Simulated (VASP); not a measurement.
# Hf (Pm-3m) in VASP: notebook

Hf is run at these levels: PBE; tasks: single point.

Everything below comes from runs of VASP 6.6.1. Logs are shortened: lines on timing, memory, paths and dates and some standing lists are left out, and cuts for length are marked.

### Step 1. The cell of the first run

The structure is cubic, space group Pm-3m (No. 221). Conventional cell: a = 2.993 Å, b = 2.993 Å, c = 2.993 Å, α = 90.00°, β = 90.00°, γ = 90.00°. Within 3.9 Å of Hf (site symmetry m-3m) lie 6 Hf at 2.99 Å.

This isn't the form of Hf at room conditions, which is hcp.

### Step 2. Single point, PBE (26.82 Å³/atom)

File INCAR:

```
SYSTEM = Hf
  ALGO = Normal
  EDIFF = 1E-6
  ENCUT = 520
  GGA = PE
  ISIF = 2
  ISMEAR = -1
  LASPH = .TRUE.
  LCHARG = .FALSE.
  LREAL = .FALSE.
  LWAVE = .FALSE.
  NBANDS = 11
  NELM = 100
  PREC = Accurate
  SIGMA = 0.1
```

File KPOINTS:

```
k-points
0
G
  18 18 18
  0 0 0
```

File POSCAR:

```
Hf
1.0
    2.9931958549      0.0000000000      0.0000000000
    0.0000000000      2.9931958549      0.0000000000
    0.0000000000      0.0000000000      2.9931958549
Hf
1
Direct
    0.0000000000      0.0000000000      0.0000000000
```

Potentials or basis: VASP PAW PBE potentials, release 64 (Hf_pv).

On the command line:

```console
$ cat potpaw_PBE.64/Hf_pv/POTCAR > POTCAR
$ mpirun -np 1 vasp_std > vasp.out
```

OUTCAR:

```text
SYSTEM = Hf
   EDIFF = 1E-6
   ENCUT = 520
   GGA = PE
   ISIF = 2
   ISMEAR = -1
   LASPH = .TRUE.
   LREAL = .FALSE.
   NELM = 100
   PREC = Accurate

 ion  position               nearest neighbor table
   1  0.000  0.000  0.000-

  LATTYP: Found a simple cubic cell.
 ALAT       =     2.9931958549

  Lattice vectors:

 A1 = (   2.9931958549,   0.0000000000,   0.0000000000)
 A2 = (   0.0000000000,   2.9931958549,   0.0000000000)
 A3 = (   0.0000000000,   0.0000000000,   2.9931958549)

Analysis of symmetry for initial positions (statically):
=====================================================================
 Subroutine PRICEL returns:
 Original cell was already a primitive cell.

 Routine SETGRP: Setting up the symmetry group for a
 simple cubic supercell.

 Subroutine GETGRP returns: Found 48 space group operations
 (whereof 48 operations were pure point group operations)
 out of a pool of 48 trial point group operations.

The static configuration has the point symmetry O_h .

Analysis of symmetry for dynamics (positions and initial velocities):
=====================================================================
 Subroutine PRICEL returns:
 Original cell was already a primitive cell.

 Routine SETGRP: Setting up the symmetry group for a
 simple cubic supercell.

 Subroutine GETGRP returns: Found 48 space group operations
 (whereof 48 operations were pure point group operations)
 out of a pool of 48 trial point group operations.

The dynamic configuration has the point symmetry O_h .

 Subroutine INISYM returns: Found 48 space group operations
 (whereof 48 operations are pure point group operations),
 and found     1 'primitive' translations

----------------------------------------------------------------------------------------

                                     Primitive cell

  volume of cell :      26.8167

  direct lattice vectors                    reciprocal lattice vectors
     2.993195855  0.000000000  0.000000000     0.334091068  0.000000000  0.000000000
     0.000000000  2.993195855  0.000000000     0.000000000  0.334091068  0.000000000
     0.000000000  0.000000000  2.993195855     0.000000000  0.000000000  0.334091068

  length of vectors
     2.993195855  2.993195855  2.993195855     0.334091068  0.334091068  0.334091068

  position of ions in fractional coordinates (direct lattice)
[... 76 lines left out ...]
   NELM   =    100;   NELMIN=  2; NELMDL= -5     # of ELM steps
   EDIFF  = 0.1E-05   stopping-criterion for ELM
   LREAL  =      F    real-space projection
   EDIFFG = 0.1E-04   stopping-criterion for IOM
   NSW    =      0    number of steps for IOM
   IBRION =     -1    ionic relax: 0-MD 1-quasi-New 2-CG
   NFREE  =      0    steps in history (QN), initial steepest desc. (CG)
   ISIF   =      2    stress and relaxation
   ISYM   =      2    0-nonsym 1-usesym 2-fastsym
   POTIM  = 0.5000    time-step for ionic-motion
   TEBEG  =    0.0;   TEEND  =   0.0 temperature during run
   PSTRESS=    0.0 pullay stress
   NELECT =      10.0000    total number of electrons
   NUPDOWN=      -1.0000    fix difference up-down
   EMIN   =  10.00;   EMAX   =-10.00  energy-range for DOS
   EFERMI =   0.00;   METHOD = LEGACY
   ISMEAR =    -1;   SIGMA  =   0.10  broadening in eV -4-tet -1-fermi 0-gaus
   EFERMI_NEDOS =   21; number of points for ismear=-14 and -15
   IALGO  =     38    algorithm
   IMIX   =      4    mixing-type and parameters
     AMIX     =   0.40;   BMIX     =  1.00
     AMIX_MAG =   1.60;   BMIX_MAG =  1.00
  volume/ion in A,a.u.               =      26.82       180.97
  Fermi-wavevector in a.u.,A,eV,Ry     =   1.178347  2.226752 18.891697  1.388501
  Thomas-Fermi vector in A             =   2.314677
   LORBIT       =      0    0 simple, 1 ext, 2 COOP (PROOUT), +10 PAW based schemes
   GGA     = PE    functional components
[... 5 lines left out ...]
 non-spin polarized calculation
  energy-cutoff  :      520.00
  volume of cell :       26.82
 maximum number of plane-waves:       739
 NGX is ok and might be reduce to    24
   NGX = 11   NGY = 11   NGZ = 11

 number of electron      10.0000000 magnetization

 number of electron       9.9999997 magnetization

 Free energy of the ion-electron system (eV)
  ---------------------------------------------------
  ext. energy  EPLUGINS =         0.00000000
  ---------------------------------------------------
  free energy    TOTEN  =        -8.83444763 eV

  energy without entropy =       -8.77081242  energy(sigma->0) =       -8.80263002

 E-fermi :   3.3103     XC(G=0): -10.3893

 val. band max:        3.3086090766   @ k =   0.5000   0.3333   0.3333
 cond. band min:       3.3104691920   @ k =   0.4444   0.2778   0.2222
 fundamental gap:      0.0018601153
 Fermi energy:         3.3103143697

 k-point     1 :       0.0000    0.0000    0.0000
  band No.  band energies     occupation
      1     -26.9169      2.00000
      2     -26.9169      2.00000
      3     -26.9169      2.00000
      4      -2.9201      2.00000
      5       2.0824      1.99999
      6       2.0824      1.99999
      7       9.2371      0.00000
      8       9.2371      0.00000
      9       9.2371      0.00000
     10      15.4500      0.00000
     11      15.4500      0.00000
[... 309 lines left out ...]
 k-point    24 :       0.3333    0.1111    0.0000
  band No.  band energies     occupation
      1     -27.4512      2.00000
      2     -26.9548      2.00000
      3     -26.8627      2.00000
      4      -0.5255      2.00000
      5       2.8605      1.97798
      6       3.4185      0.50634
      7       6.3958      0.00000
      8       6.8290      0.00000
      9       9.0307      0.00000
     10      11.7005      0.00000
     11      16.1571      0.00000

 [... further k-points ...]

------------------------ aborting loop because EDIFF is reached ----------------------------------------

  FORCE on cell =-STRESS in cart. coord.  units (eV):
  Direction    XX          YY          ZZ          XY          YZ          ZX
  --------------------------------------------------------------------------------------
  -------------------------------------------------------------------------------------
  Total       -0.8636878     -0.8636878     -0.8636878     -0.0000000      0.0000000     -0.0000000
  in kB      -51.6014584    -51.6014584    -51.6014584     -0.0000000      0.0000000     -0.0000000
  external PRESSURE =     -51.6014584 kB  Pullay stress =       0.0000000 kB

 VOLUME and BASIS-vectors are now :
 -----------------------------------------------------------------------------
  energy-cutoff  :      520.00
  volume of cell :       26.82
      direct lattice vectors                 reciprocal lattice vectors
     2.993195855  0.000000000  0.000000000     0.334091068  0.000000000  0.000000000
     0.000000000  2.993195855  0.000000000     0.000000000  0.334091068  0.000000000
     0.000000000  0.000000000  2.993195855     0.000000000  0.000000000  0.334091068

 POSITION                                       TOTAL-FORCE (eV/Angst)
 -----------------------------------------------------------------------------------
      0.00000      0.00000      0.00000         0.000000      0.000000      0.000000
 -----------------------------------------------------------------------------------
    total drift:                                0.000000      0.000000      0.000000

  FREE ENERGIE OF THE ION-ELECTRON SYSTEM (eV)
  ---------------------------------------------------
  free  energy   TOTEN  =        -8.8344476318 eV

  energy  without entropy=       -8.7708124159  energy(sigma->0) =       -8.80263002
```

OSZICAR:

```text
N       E                     dE             d eps       ncg     rms          rms(c)
DAV:   1     0.131427980320E+02    0.13143E+02   -0.56292E+03  4867   0.816E+02
DAV:   2    -0.862414674981E+01   -0.21767E+02   -0.21070E+02  6099   0.150E+02
DAV:   3    -0.914348452878E+01   -0.51934E+00   -0.50447E+00  5989   0.153E+01
DAV:   4    -0.914673242542E+01   -0.32479E-02   -0.32466E-02  5509   0.148E+00
DAV:   5    -0.914676128135E+01   -0.28856E-04   -0.28855E-04  6220   0.122E-01    0.309E+01
DAV:   6    -0.889639003373E+01    0.25037E+00   -0.26569E-01  5309   0.333E+00    0.183E+01
DAV:   7    -0.884045991449E+01    0.55930E-01   -0.32112E-01  5569   0.357E+00    0.107E+00
DAV:   8    -0.883438182440E+01    0.60781E-02   -0.31644E-02  5428   0.115E+00    0.311E-01
DAV:   9    -0.883443995648E+01   -0.58132E-04   -0.66531E-04  5885   0.204E-01    0.983E-02
DAV:  10    -0.883445117541E+01   -0.11219E-04   -0.47948E-05  5872   0.528E-02    0.609E-02
DAV:  11    -0.883444764180E+01    0.35336E-05   -0.13360E-05  5688   0.249E-02    0.166E-03
DAV:  12    -0.883444763176E+01    0.10037E-07   -0.22409E-07  3471   0.426E-03
   1 F= -.88344476E+01 E0= -.88026300E+01  d E =-.636352E-01
```

It took 46 s on 1 thread of Intel Xeon 8259CL, shared host; peak memory 0.19 GiB.

Results:

```
Free energy            : -8.8344 eV
Pressure               : -5.2 GPa
Band gap on the k mesh : zero (bands 5 and 6 overlap by 2.06 eV)
```

Caveat: the cell stands under tension; spin-orbit coupling is left out, which moves the levels of the heavy elements.

### Step 3. Single point, PBE (27.81 Å³/atom)

This run uses another cell than the first one, of 27.81 Å³/atom.

File INCAR:

```
  PREC = Accurate
  ENCUT = 520
  EDIFF = 1E-6
  ISMEAR = -1
  SIGMA = 0.1
  LREAL = False
  LASPH = True
  NELM = 100
  ALGO = Normal
  ISIF = 2
  LWAVE = False
  LCHARG = False
  GGA = PE
  NBANDS = 11
```

File KPOINTS:

```
regular mesh
0
Gamma
  18 18 18
```

File POSCAR:

```
Hf
1.0
    3.0297018412      0.0000000000      0.0000000000
    0.0000000000      3.0297018412      0.0000000000
    0.0000000000      0.0000000000      3.0297018412
Hf
1
Direct
    0.0000000000      0.0000000000      0.0000000000
```

Potentials or basis: VASP PAW PBE potentials, release 64 (Hf_pv).

On the command line:

```console
$ cat potpaw_PBE.64/Hf_pv/POTCAR > POTCAR
$ mpirun -np 1 vasp_std > vasp.out
```

Run time: 46 s. Hardware: 1 thread of Intel Xeon 8259CL, shared host; peak memory 0.19 GiB.

The run converged. Its results:

```
Free energy            : -8.7966 eV
Pressure               : -7.0 GPa
Band gap on the k mesh : zero (bands 5 and 6 overlap by 1.98 eV)
```

Levels at points of the mesh, in eV from the Fermi level:
| k point | band 2 | band 3 | band 4 | band 5 | band 6 | band 7 | band 8 | band 9 |
| --- | --- | --- | --- | --- | --- | --- | --- | --- |
| (0.00, 0.00, 0.00) | -30.35 | -30.35 | -6.12 | -1.16 | -1.16 | 5.69 | 5.69 | 5.69 |
| (0.50, 0.00, 0.00) | -30.29 | -30.29 | -3.05 | -0.38 | -0.21 | 2.81 | 2.81 | 5.99 |
| (0.50, 0.50, 0.00) | -30.90 | -30.24 | -2.32 | -0.66 | 3.42 | 3.42 | 3.81 | 3.81 |
| (0.50, 0.50, 0.50) | -30.83 | -30.83 | -0.95 | -0.95 | -0.95 | 6.86 | 7.76 | 7.76 |

Caveat: the cell stands under tension; spin-orbit coupling is left out, which moves the levels of the heavy elements.

### Step 4. Single point, PBE, non-collinear spin, zero start, spin-orbit coupling

This run uses another cell than the first one, of 24.83 Å³/atom.

File INCAR:

```
PREC = Accurate
ENCUT = 520
EDIFF = 1E-6
ISMEAR = -1
SIGMA = 0.1
LREAL = False
LASPH = True
NELM = 150
ALGO = Normal
ISIF = 2
LWAVE = False
LCHARG = False
MAGMOM = 0 0 0
LORBIT = 11
LSORBIT = True
GGA_COMPAT = False
LORBMOM = True
LMAXMIX = 4
GGA = PE
NBANDS = 21
```

File KPOINTS:

```
Automatic mesh
0
Gamma
  11 11 11
```

File POSCAR:

```
Hf
1.0
    2.9173859246      0.0000000000      0.0000000000
    0.0000000000      2.9173859246      0.0000000000
    0.0000000000      0.0000000000      2.9173859246
Hf
1
Direct
    0.0000000000      0.0000000000      0.0000000000
```

On the command line:

```console
$ cat potpaw_PBE.64/Hf_pv/POTCAR > POTCAR
$ mpirun -np 1 vasp_ncl > vasp.out
```

It took 64 s on 1 thread of Intel Xeon 8259CL, shared host; peak memory 0.22 GiB.

Results (log left out):

```yaml
Free_energy: -9.5657 eV
Pressure: -0.6 GPa
Net_moment: 0.00 μB per cell
Valence_electrons_inside_the_program's_atomic_spheres: Hf 8.40
```

Moments on the atoms (μB; x, y, z):
```
Hf  0.00 0.00 0.00
```

### Step 5. Overview

| spin | cell | k mesh | gap on the mesh (eV) | pressure (GPa) |
| --- | --- | --- | --- | --- |
| off | a = 2.993 Å, 1 atom | 18 × 18 × 18 | none | -5.2 |
| off | a = 3.030 Å, 1 atom | 18 × 18 × 18 | none | -7.0 |
| non-collinear, zero start, SOC | a = 2.917 Å, 1 atom | 11 × 11 × 11 | - | -0.6 |

Alike in all rows: task single point; level PBE; potentials or basis VASP PAW PBE potentials, release 64 (Hf_pv); cutoff (eV) 520; smearing fermi-dirac 0.1 eV.

Caveats: the cell stands under tension (at least some runs); spin-orbit coupling is left out, which moves the levels of the heavy elements (at least some runs).

Total energies depend on the potentials used, so only differences within one code and one set of settings carry meaning.
